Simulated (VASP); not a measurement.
The system is BeTe.

```
Be Te
1.0
     0.00000    2.80034    2.85020
     2.80034    0.00000    2.85020
     2.80034    2.80034    0.00000
Be Te
1 1
Direct
  0.00000 0.00000 0.00000
  0.25000 0.25000 0.25000
```

This cell differs from its parent crystal: epitaxial xy strain -1.0%.

Base run:

* Program: VASP 6.6.1
* Functional: PBE
* Potentials or basis: VASP PAW PBE potentials, release 64 (Be, Te)
* Cutoff: 520 eV
* k mesh: 8 × 8 × 8
* Occupations: fermi-dirac, width 0.02 eV
* Spin: no spin polarisation

Its results: band gap on the k mesh 1.90 eV, indirect (least direct gap 3.57 eV); pressure 1.1 GPa.

The run is repeated on the same cell with these changes: k mesh from 8 × 8 × 8 to 4 × 4 × 4; occupations from fermi-dirac, width 0.02 eV to gaussian, width 0.01 eV. What comes out?

Band gap on the k mesh 1.89 eV, indirect (least direct gap 3.55 eV); pressure 1.5 GPa.

Caveats: some runs use coarse meshes; spin-orbit coupling is left out, which moves the levels of the heavy elements.

A k mesh can miss the band edges.
